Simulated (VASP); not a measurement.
# KW (P-6m2) in VASP: relaxation of cell and atoms with PBE

Aim: the relaxation of cell and atoms of KW with PBE.

All numbers are computed with VASP 6.6.1; they aren't measurements. Logs are shortened: lines on timing, memory, paths and dates and some standing lists are left out, and cuts for length are marked.

## Step 1: The cell of the first run

Symmetry: P-6m2, No. 187, hexagonal system. Conventional cell: a = 2.842 Å, b = 2.842 Å, c = 6.305 Å, α = 90.00°, β = 90.00°, γ = 120.00°. Within 3.7 Å of K (site symmetry -6m2) lie 6 K at 2.84 Å and 6 W at 3.55 Å. W (site symmetry -6m2) has 6 W at 2.84 Å and 6 K at 3.55 Å within 3.7 Å.

## Step 2: Relaxation of cell and atoms, PBE

The input, INCAR:

```
SYSTEM = KW
PREC = Accurate
ENCUT = 600
EDIFF = 1E-7
ISMEAR = 0
SIGMA = 0.1
LREAL = .False.
LASPH = .True.
NELM = 100
ALGO = Normal
ISIF = 3
LWAVE = .False.
LCHARG = .False.
GGA = PE
IBRION = 2
NSW = 100
EDIFFG = -0.01
```

The input, KPOINTS:

```
Automatic mesh
0
Gamma
  24 24 10
  0 0 0
```

The input, POSCAR:

```
KW
1.0
    2.8416290015      0.0000000000      0.0000000000
   -1.4208145007      2.4609229034      0.0000000000
    0.0000000000      0.0000000000      6.3051858198
K W
1 1
Direct
    0.0000000000      0.0000000000      0.0000000000
    0.3333333333      0.6666666667      0.5000000000
```

Potentials or basis: VASP PAW PBE potentials, release 64 (K_sv, W_sv).

Started as:

```bash
$ cat potpaw_PBE.64/K_sv/POTCAR potpaw_PBE.64/W_sv/POTCAR > POTCAR
$ mpirun -np 1 vasp_std > vasp.out
```

OUTCAR:

```text
SYSTEM = KW
   PREC = Accurate
   ENCUT = 600
   EDIFF = 1E-7
   ISMEAR = 0
   LREAL = .False.
   LASPH = .True.
   NELM = 100
   ISIF = 3
   GGA = PE
   IBRION = 2
   NSW = 100
   EDIFFG = -0.01

 ion  position               nearest neighbor table
   1  0.000  0.000  0.000-   2 3.55   2 3.55   2 3.55   2 3.55   2 3.55   2 3.55
   2  0.333  0.667  0.500-   1 3.55   1 3.55   1 3.55   1 3.55   1 3.55   1 3.55

  LATTYP: Found a hexagonal cell.
 ALAT       =     2.8416290015
 C/A-ratio  =     2.2188631297

  Lattice vectors:

 A1 = (   2.8416290015,   0.0000000000,   0.0000000000)
 A2 = (  -1.4208145007,   2.4609229034,   0.0000000000)
 A3 = (   0.0000000000,   0.0000000000,   6.3051858198)

Analysis of symmetry for initial positions (statically):
=====================================================================
 Subroutine PRICEL returns:
 Original cell was already a primitive cell.

 Routine SETGRP: Setting up the symmetry group for a
 hexagonal supercell.

 Subroutine GETGRP returns: Found 12 space group operations
 (whereof 12 operations were pure point group operations)
 out of a pool of 24 trial point group operations.

The static configuration has the point symmetry D_3h.

Analysis of symmetry for dynamics (positions and initial velocities):
=====================================================================
 Subroutine PRICEL returns:
 Original cell was already a primitive cell.

 Routine SETGRP: Setting up the symmetry group for a
 hexagonal supercell.

 Subroutine GETGRP returns: Found 12 space group operations
 (whereof 12 operations were pure point group operations)
 out of a pool of 24 trial point group operations.

The dynamic configuration has the point symmetry D_3h.

 Subroutine INISYM returns: Found 12 space group operations
 (whereof 12 operations are pure point group operations),
 and found     1 'primitive' translations

----------------------------------------------------------------------------------------

                                     Primitive cell

  volume of cell :      44.0924

  direct lattice vectors                    reciprocal lattice vectors
     2.841629001  0.000000000  0.000000000     0.351910823  0.203175808  0.000000000
    -1.420814501  2.460922903  0.000000000     0.000000000  0.406351617  0.000000000
     0.000000000  0.000000000  6.305185820     0.000000000  0.000000000  0.158599608

  length of vectors
     2.841629001  2.841629001  6.305185820     0.406351617  0.406351617  0.158599608

  position of ions in fractional coordinates (direct lattice)
     0.000000000  0.000000000  0.000000000
     0.333333333  0.666666667  0.500000000

[... 101 lines left out ...]
   GGA     = PE    functional components
   LHFCALC =     F    Hartree Fock is set to
   AEXX    =    0.0000 exact exchange contribution
   IVDW    =     0    specifies the selected vdW correction
   LEPSILON=     F    determine dielectric tensor
   LRPA    =     F    only Hartree local field effects (RPA)
 conjugate gradient relaxation of ions
 non-spin polarized calculation
 Gauss-broadening in eV      SIGMA  =   0.10
  energy-cutoff  :      600.00
  volume of cell :       44.09
 maximum number of plane-waves:      1514
 NGX is ok and might be reduce to    24
   NGX = 11   NGY = 11   NGZ = 25

--------------------------------------- Ionic step        1  -------------------------------------------

 number of electron      22.9999998 magnetization

 Free energy of the ion-electron system (eV)
  ---------------------------------------------------
  ext. energy  EPLUGINS =         0.00000000
  ---------------------------------------------------
  free energy    TOTEN  =       -10.82510496 eV

  energy without entropy =      -10.81546792  energy(sigma->0) =      -10.82028644

------------------------ aborting loop because EDIFF is reached ----------------------------------------

  FORCE on cell =-STRESS in cart. coord.  units (eV):
  Direction    XX          YY          ZZ          XY          YZ          ZX
  --------------------------------------------------------------------------------------
  -------------------------------------------------------------------------------------
  Total        0.1189660      0.1189660      0.0820315      0.0000000     -0.0000000      0.0000000
  in kB        4.3228485      4.3228485      2.9807683      0.0000000     -0.0000000      0.0000000
  external PRESSURE =       3.8754884 kB  Pullay stress =       0.0000000 kB
[... 95 lines left out ...]
--------------------------------------- Ionic step        4  -------------------------------------------

 number of electron      22.9999998 magnetization

 Free energy of the ion-electron system (eV)
  ---------------------------------------------------
  ext. energy  EPLUGINS =         0.00000000
  ---------------------------------------------------
  free energy    TOTEN  =       -10.82535150 eV

  energy without entropy =      -10.81564676  energy(sigma->0) =      -10.82049913

 E-fermi :   5.3759     XC(G=0): -10.6258

 val. band max:        5.3753999766   @ k =   0.3750   0.2083   0.1000
 cond. band min:       5.3766456082   @ k =   0.3750   0.1667   0.0000
 fundamental gap:      0.0012456316
 Fermi energy:         5.3759054295

 k-point     1 :       0.0000    0.0000    0.0000
  band No.  band energies     occupation
      1     -68.4260      2.00000
      2     -32.6715      2.00000
      3     -32.0876      2.00000
      4     -32.0876      2.00000
      5     -27.5435      2.00000
      6     -10.6322      2.00000
      7      -9.3403      2.00000
      8      -9.3403      2.00000
      9      -1.2022      2.00000
     10       2.9619      2.00000
     11       5.4688      0.18905
     12       5.5029      0.07258
     13       5.5029      0.07258
     14       7.0765      0.00000
[... 401 lines left out ...]
      2     -32.9447      2.00000
      3     -32.5471      2.00000
      4     -32.3031      2.00000
      5     -26.7856      2.00000
      6     -12.3494      2.00000
      7     -10.0379      2.00000
      8      -9.9256      2.00000
      9       1.5518      2.00000
     10       3.1188      2.00000
     11       5.2924      1.76230
     12       6.5146      0.00000
     13       6.7921      0.00000
     14       7.3739      0.00000
     15       7.4920      0.00000

 [... further k-points ...]

------------------------ aborting loop because EDIFF is reached ----------------------------------------

  FORCE on cell =-STRESS in cart. coord.  units (eV):
  Direction    XX          YY          ZZ          XY          YZ          ZX
  --------------------------------------------------------------------------------------
  -------------------------------------------------------------------------------------
  Total        0.0012664      0.0012664     -0.0005553      0.0000000     -0.0000000      0.0000000
  in kB        0.0458013      0.0458013     -0.0200833      0.0000000     -0.0000000      0.0000000
  external PRESSURE =       0.0238398 kB  Pullay stress =       0.0000000 kB
[... 17 lines left out ...]
  FREE ENERGIE OF THE ION-ELECTRON SYSTEM (eV)
  ---------------------------------------------------
  free  energy   TOTEN  =       -10.8253515010 eV

  energy  without entropy=      -10.8156467632  energy(sigma->0) =      -10.82049913

 reached required accuracy - stopping structural energy minimisation
```

It took 6.7 min on 1 thread of Intel Xeon Platinum 8488C (Sapphire Rapids), shared host; peak memory 0.44 GiB.

Results:

* Free energy: -10.8254 eV
* Relaxed volume: 22.15 Å³/atom
* Relaxed cell: a = 2.846 Å, b = 2.846 Å, c = 6.316 Å, α = 90.00°, β = 90.00°, γ = 120.00°
* Space group after relaxing (to 0.05 Å): P-6m2 (No. 187)
* Energy gained by relaxing: 0.1 meV/atom
* Ionic steps: 4
* Pressure after relaxing: 0.0 GPa

Step by step:
```
step  energy change (eV)  largest force (eV/Å)  pressure (GPa)  volume (Å³)
   1              0.0000                0.0000            0.39        44.09
   2             -0.0001                0.0000           -0.26        44.43
   3             -0.0002                0.0000            0.01        44.28
   4             -0.0002                0.0000            0.00        44.30
```

Final structure:
```yaml
crystal:
  lattice:
    - [2.84586, 0.00000, 0.00000]
    - [-1.42293, 2.46459, 0.00000]
    - [0.00000, 0.00000, 6.31597]
  atoms:
    - { symbol: K, position: [0.00000, 0.00000, 0.00000] }
    - { symbol: W, position: [0.33333, 0.66667, 0.50000] }
```

Caveat: spin-orbit coupling is left out, which moves the levels of the heavy elements.
